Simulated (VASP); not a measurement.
# InPd (C2/m) in VASP: single point with PBE

Aim: the single point of InPd with PBE.

Everything below comes from runs of VASP 6.6.1. Logs are shortened: lines on timing, memory, paths and dates and some standing lists are left out, and cuts for length are marked.

## Step 1: The cell of the first run

The structure is monoclinic, space group C2/m (No. 12). The conventional cell has a = 5.581 Å, b = 3.205 Å, c = 4.633 Å, α = 90.00°, β = 114.29°, γ = 90.00°. Within 3.7 Å of In (site symmetry 2/m) lie 6 Pd at 2.80 to 2.82 Å and 6 In at 3.20 to 3.22 Å. Within 3.7 Å of Pd (site symmetry 2/m) lie 6 In at 2.80 to 2.82 Å and 6 Pd at 3.20 to 3.22 Å.

## Step 2: Single point, PBE

Contents of INCAR:

```
SYSTEM = InPd
PREC = Accurate
ENCUT = 520
EDIFF = 1E-6
ISMEAR = 0
SIGMA = 0.1
LREAL = .FALSE.
LASPH = .TRUE.
NELM = 60
ALGO = Fast
ISIF = 2
LWAVE = .FALSE.
LCHARG = .TRUE.
GGA = PE
LELF = .TRUE.
LVHAR = .TRUE.
NBANDS = 31
```

Contents of KPOINTS:

```
Automatic mesh
0
G
  6 6 4
  0 0 0
```

Contents of POSCAR:

```
InPd
1.0
    2.7865484324     -1.6024980776     -0.1457817989
    2.7865484324      1.6024980776     -0.1457817989
   -1.3262997849      0.0000000000      8.5265011241
In Pd
2 2
Direct
    0.0000000000      0.5000000000      0.0000000000
    0.5000000000      0.0000000000      0.5000000000
    0.7499901125      0.2500098875      0.2500000000
    0.2500098875      0.7499901125      0.7500000000
```

Potentials or basis: VASP PAW PBE potentials, release 64 (In_d, Pd).

The run is started by

```
> cat potpaw_PBE.64/In_d/POTCAR potpaw_PBE.64/Pd/POTCAR > POTCAR
> mpirun -np 1 vasp_std > vasp.out
```

OUTCAR:

```text
SYSTEM = InPd
   PREC = Accurate
   ENCUT = 520
   EDIFF = 1E-6
   ISMEAR = 0
   LREAL = .FALSE.
   LASPH = .TRUE.
   NELM = 60
   ISIF = 2
   GGA = PE

 ion  position               nearest neighbor table
   1  0.000  0.500  0.000-   3 2.80   4 2.80   3 2.82   4 2.82   4 2.82   3 2.82
   2  0.500  0.000  0.500-   3 2.80   4 2.80   4 2.82   3 2.82   4 2.82   3 2.82
   3  0.750  0.250  0.250-   1 2.80   2 2.80   2 2.82   1 2.82   1 2.82   2 2.82
   4  0.250  0.750  0.750-   1 2.80   2 2.80   1 2.82   2 2.82   1 2.82   2 2.82

  LATTYP: Found a base centered monoclinic cell.
 ALAT       =     5.5807184122
 B/A-ratio  =     0.5742981313
 C/A-ratio  =     1.5462234636
 COS(beta)  =    -0.2051160264

  Lattice vectors:

 A1 = (   2.7865484324,  -1.6024980776,  -0.1457817989)
 A2 = (   2.7865484324,   1.6024980776,  -0.1457817989)
 A3 = (  -1.3262997849,   0.0000000000,   8.5265011241)

Analysis of symmetry for initial positions (statically):
=====================================================================
 Subroutine PRICEL returns:
 Original cell was already a primitive cell.

 Routine SETGRP: Setting up the symmetry group for a
 base centered monoclinic supercell.

 Subroutine GETGRP returns: Found  4 space group operations
 (whereof  2 operations were pure point group operations)
 out of a pool of  4 trial point group operations.

The static configuration has the point symmetry S_2 .
 The point group associated with its full space group is C_2h.

Analysis of symmetry for dynamics (positions and initial velocities):
=====================================================================
 Subroutine PRICEL returns:
 Original cell was already a primitive cell.

 Routine SETGRP: Setting up the symmetry group for a
 base centered monoclinic supercell.

 Subroutine GETGRP returns: Found  4 space group operations
 (whereof  2 operations were pure point group operations)
 out of a pool of  4 trial point group operations.

The dynamic configuration has the point symmetry S_2 .
 The point group associated with its full space group is C_2h.

 Subroutine INISYM returns: Found  4 space group operations
 (whereof  2 operations are pure point group operations),
 and found     1 'primitive' translations

----------------------------------------------------------------------------------------

                                     Primitive cell

  volume of cell :      75.5294

  direct lattice vectors                    reciprocal lattice vectors
     2.786548432 -1.602498078 -0.145781799     0.180905626 -0.312012855  0.028139924
     2.786548432  1.602498078 -0.145781799     0.180905626  0.312012855  0.028139924
    -1.326299785  0.000000000  8.526501124     0.006186066  0.000000000  0.118243646

  length of vectors
     3.217779450  3.217779450  8.629037753     0.361760587  0.361760587  0.118405351

  position of ions in fractional coordinates (direct lattice)
     0.000000000  0.500000000  0.000000000
     0.500000000  0.000000000  0.500000000
     0.749990113  0.250009887  0.250000000
     0.250009887  0.749990113  0.750000000

  ion indices of the primitive-cell ions
   primitive index   ion index
                 1           1
                 2           2
                 3           3
                 4           4

----------------------------------------------------------------------------------------

 KPOINTS: Automatic mesh

Automatic generation of k-mesh.
 Grid dimensions read from file:
 generate k-points for:    6    6    4

 Generating k-lattice:

  Cartesian coordinates                     Fractional coordinates (reciprocal lattice)
     0.030150938 -0.052002142  0.004689987     0.166666667 -0.000000000 -0.000000000
     0.030150938  0.052002142  0.004689987    -0.000000000  0.166666667 -0.000000000
     0.001546516  0.000000000  0.029560911     0.000000000  0.000000000  0.250000000

  Length of vectors
     0.060293431  0.060293431  0.029601338

  Shift w.r.t. Gamma in fractional coordinates (k-lattice)
     0.000000000  0.000000000  0.000000000

 Subroutine IBZKPT returns following result:
 ===========================================

 Found     47 irreducible k-points:

 Following reciprocal coordinates:
            Coordinates               Weight
  0.000000  0.000000  0.000000      1.000000
  0.166667  0.000000 -0.000000      4.000000
  0.333333  0.000000 -0.000000      4.000000
  0.500000  0.000000  0.000000      2.000000
  0.166667  0.166667  0.000000      2.000000
  0.333333  0.166667 -0.000000      4.000000
[... 16 lines left out ...]
 -0.333333  0.166667  0.250000      4.000000
 -0.166667  0.166667  0.250000      4.000000
 [... further k-points ...]
   k-points           NKPTS =     47   k-points in BZ     NKDIM =     47   number of bands    NBANDS=     31
   number of dos      NEDOS =    301   number of ions     NIONS =      4
   total plane-waves  NPLWV =  36864
   dimension x,y,z NGX =    24 NGY =   24 NGZ =   64
   dimension x,y,z NGXF=    48 NGYF=   48 NGZF=  128
   ions per type =               2   2
   NGX,Y,Z   is equivalent  to a cutoff of  12.40, 12.40, 12.33 a.u.
   NGXF,Y,Z  is equivalent  to a cutoff of  24.80, 24.80, 24.66 a.u.
 SYSTEM =  InPd
   PREC   = accura    normal or accurate (medium, high low for compatibility)
   ISTART =      0    job   : 0-new  1-cont  2-samecut
   ICHARG =      2    charge: 1-file 2-atom 10-const
   ISPIN  =      1    spin polarized calculation?
   LNONCOLLINEAR =      F non collinear calculations
   LSORBIT =      F    spin-orbit coupling
   LASPH  =      T    aspherical Exc in radial PAW
   ENCUT  =  520.0 eV  38.22 Ry    6.18 a.u.   5.98  5.98 16.04*2*pi/ulx,y,z
   NELM   =     60;   NELMIN=  2; NELMDL= -5     # of ELM steps
   EDIFF  = 0.1E-05   stopping-criterion for ELM
   LREAL  =      F    real-space projection
   EDIFFG = 0.1E-04   stopping-criterion for IOM
   NSW    =      0    number of steps for IOM
   IBRION =     -1    ionic relax: 0-MD 1-quasi-New 2-CG
   NFREE  =      0    steps in history (QN), initial steepest desc. (CG)
   ISIF   =      2    stress and relaxation
   ISYM   =      2    0-nonsym 1-usesym 2-fastsym
   POTIM  = 0.5000    time-step for ionic-motion
   TEBEG  =    0.0;   TEEND  =   0.0 temperature during run
   PSTRESS=    0.0 pullay stress
   NELECT =      46.0000    total number of electrons
   NUPDOWN=      -1.0000    fix difference up-down
   EMIN   =  10.00;   EMAX   =-10.00  energy-range for DOS
   EFERMI =   0.00;   METHOD = LEGACY
   ISMEAR =     0;   SIGMA  =   0.10  broadening in eV -4-tet -1-fermi 0-gaus
   EFERMI_NEDOS =   21; number of points for ismear=-14 and -15
   IALGO  =     68    algorithm
   IMIX   =      4    mixing-type and parameters
     AMIX     =   0.40;   BMIX     =  1.00
     AMIX_MAG =   1.60;   BMIX_MAG =  1.00
  volume/ion in A,a.u.               =      18.88       127.42
  Fermi-wavevector in a.u.,A,eV,Ry     =   1.387678  2.622331 26.200059  1.925650
  Thomas-Fermi vector in A             =   2.511876
   LORBIT       =      0    0 simple, 1 ext, 2 COOP (PROOUT), +10 PAW based schemes
   GGA     = PE    functional components
   LHFCALC =     F    Hartree Fock is set to
   AEXX    =    0.0000 exact exchange contribution
   IVDW    =     0    specifies the selected vdW correction
   LEPSILON=     F    determine dielectric tensor
   LRPA    =     F    only Hartree local field effects (RPA)
 non-spin polarized calculation
 RMM-DIIS sequential band-by-band and
 Gauss-broadening in eV      SIGMA  =   0.10
  energy-cutoff  :      520.00
  volume of cell :       75.53
 maximum number of plane-waves:      2060
   NGX = 11   NGY = 11   NGZ = 33

 number of electron      46.0000001 magnetization

 Free energy of the ion-electron system (eV)
  ---------------------------------------------------
  ext. energy  EPLUGINS =         0.00000000
  ---------------------------------------------------
  free energy    TOTEN  =       -16.99242661 eV

  energy without entropy =      -16.98726203  energy(sigma->0) =      -16.98984432

 E-fermi :   9.4793     XC(G=0): -11.7814

 val. band max:        9.4062869780   @ k =  -0.3333   0.3333   0.2500
 cond. band min:       9.5499354111   @ k =  -0.3333   0.3333   0.5000
 fundamental gap:      0.1436484332
 Fermi energy:         9.4792961992

 k-point     1 :       0.0000    0.0000    0.0000
  band No.  band energies     occupation
      1      -5.3963      2.00000
      2      -5.3841      2.00000
      3      -5.3765      2.00000
      4      -5.3765      2.00000
      5      -5.3617      2.00000
      6      -5.3575      2.00000
[... 23 lines left out ...]
     30      20.8477      0.00000
     31      21.3554      0.00000

 k-point     2 :       0.1667    0.0000   -0.0000
  band No.  band energies     occupation
      1      -5.4225      2.00000
      2      -5.4152      2.00000
      3      -5.3041      2.00000
      4      -5.2865      2.00000
      5      -5.2813      2.00000
      6      -5.2701      2.00000
[... 23 lines left out ...]
     30      20.1671      0.00000
     31      20.4680      0.00000

 k-point     3 :       0.3333    0.0000   -0.0000
  band No.  band energies     occupation
      1      -5.5192      2.00000
      2      -5.5150      2.00000
      3      -5.3030      2.00000
      4      -5.2822      2.00000
      5      -5.1571      2.00000
      6      -5.1395      2.00000
[... 23 lines left out ...]
     30      16.3234      0.00000
     31      18.9741      0.00000

 k-point     4 :       0.5000    0.0000    0.0000
  band No.  band energies     occupation
      1      -5.5665      2.00000
      2      -5.5665      2.00000
      3      -5.3556      2.00000
      4      -5.3556      2.00000
      5      -5.1580      2.00000
      6      -5.1580      2.00000
[... 635 lines left out ...]
     30      16.8840      0.00000
     31      17.5939      0.00000

 k-point    23 :      -0.3333    0.1667    0.2500
  band No.  band energies     occupation
      1      -5.4657      2.00000
      2      -5.4374      2.00000
      3      -5.3395      2.00000
      4      -5.2992      2.00000
      5      -5.1971      2.00000
      6      -5.1938      2.00000
[... 23 lines left out ...]
     30      15.5659      0.00000
     31      16.7010      0.00000

 k-point    24 :      -0.1667    0.1667    0.2500
  band No.  band energies     occupation
      1      -5.4219      2.00000
      2      -5.4156      2.00000
      3      -5.2790      2.00000
      4      -5.2773      2.00000
      5      -5.2535      2.00000
      6      -5.2369      2.00000
[... 23 lines left out ...]
     30      18.1359      0.00000
     31      19.2354      0.00000

 [... further k-points ...]
[... 5 lines left out ...]
  --------------------------------------------------------------------------------------
  -------------------------------------------------------------------------------------
  Total       -0.0128482      0.0255914      0.2060373      0.0000000      0.0000000     -0.0072759
  in kB       -0.2725430      0.5428607      4.3705915      0.0000000      0.0000000     -0.1543399
  external PRESSURE =       1.5469697 kB  Pullay stress =       0.0000000 kB

 VOLUME and BASIS-vectors are now :
 -----------------------------------------------------------------------------
  energy-cutoff  :      520.00
  volume of cell :       75.53
      direct lattice vectors                 reciprocal lattice vectors
     2.786548432 -1.602498078 -0.145781799     0.180905626 -0.312012855  0.028139924
     2.786548432  1.602498078 -0.145781799     0.180905626  0.312012855  0.028139924
    -1.326299785  0.000000000  8.526501124     0.006186066  0.000000000  0.118243646

 POSITION                                       TOTAL-FORCE (eV/Angst)
 -----------------------------------------------------------------------------------
      1.39327      0.80125     -0.07289        -0.000000      0.000000      0.000000
      0.73012     -0.80125      4.19036        -0.000000      0.000000      0.000000
      2.45497     -0.80122      1.98584        -0.000000     -0.000066     -0.000000
      1.79182      0.80122      6.24909         0.000000      0.000066      0.000000
 -----------------------------------------------------------------------------------
    total drift:                                0.000000     -0.000000     -0.000000

  FREE ENERGIE OF THE ION-ELECTRON SYSTEM (eV)
  ---------------------------------------------------
  free  energy   TOTEN  =       -16.9924266128 eV

  energy  without entropy=      -16.9872620277  energy(sigma->0) =      -16.98984432
```

Run time: 43 s. Hardware: 1 thread of Intel Xeon 6975P-C (Granite Rapids), shared host; peak memory 0.24 GiB.

Results:

```
Free energy            : -16.9924 eV
Pressure               : 0.2 GPa
Band gap on the k mesh : zero (band 23 reaches 9.84 eV, above the bottom of band 24 at 7.09 eV)
```

Stress tensor (GPa, compression positive):
```
-0.03  0.00 -0.02
 0.00  0.05  0.00
-0.02  0.00  0.44
```

Caveat: the k points lie up to 0.38 Å⁻¹ apart; spin-orbit coupling is left out, which moves the levels of the heavy elements.
